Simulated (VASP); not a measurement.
Write the native input for VASP 6.6.1 that does the following.

- Task: single point
- Functional: LDA
- Potentials or basis: VASP PAW LDA potentials, release 64 (Co, O)
- Cutoff: 520 eV
- k mesh: 8 × 8 × 8
- Occupations: fermi-dirac, width 0.05 eV
- Spin: collinear spin, antiferromagnetic start
- Starting moments: [2.5, -2.5, 0.0, 0.0] μB
- Dipole correction: no
- Further INCAR settings: ALGO = Normal; EDIFF = 1e-06; NBANDS = 27

The structure of CoO lies in POSCAR:

```
CoO
1.0
    1.6022200000      0.9250420000      5.1329420000
   -1.6022200000      0.9250420000      5.1329420000
    0.0000000000     -1.8500840000      5.1329420000
Co O
2 2
Direct
    0.9994880000      0.9994880000      0.9994880000
    0.4994910000      0.4994910000      0.4994910000
    0.3754960000      0.3754960000      0.3754960000
    0.8755260000      0.8755260000      0.8755260000
```

The input as run:

INCAR

```
ALGO = Normal
EDIFF = 1E-6
ENCUT = 520
GGA = CA
ISIF = 2
ISMEAR = -1
ISPIN = 2
LASPH = T
LCHARG = F
LMAXMIX = 4
LORBIT = 11
LREAL = F
LWAVE = F
MAGMOM = 2.5 -2.5 0 0
NBANDS = 27
NELM = 150
PREC = Accurate
SIGMA = 0.05
```

KPOINTS

```
k-points
0
Gamma
  8 8 8
```

Potentials or basis: VASP PAW LDA potentials, release 64 (Co, O).

Run with:

```sh
$ cat potpaw_LDA.64/Co/POTCAR potpaw_LDA.64/O/POTCAR > POTCAR
$ mpirun -np 1 vasp_std > vasp.out
```

It gave:

```yaml
Pressure: -19.0 GPa
Largest_force: 0.007 eV/Å
Band_gap_on_the_k_mesh: zero (filled and empty bands overlap)
Net_moment: 0.00 μB per cell
Site_moments: Co +1.96, -1.96; O +0.13, -0.13 μB
Valence_electrons_inside_the_program's_atomic_spheres: Co 8.05, 8.04; O 4.93
```

Caveat: the cell stands under tension; semilocal functionals often make such compounds metallic where correlation or magnetic order opens a gap, which also shifts bond lengths.

Wall time 3.9 min on 1 thread of Intel(R) Xeon(R) 6975P-C (Granite Rapids), on a shared host, peak memory 0.3 GiB.
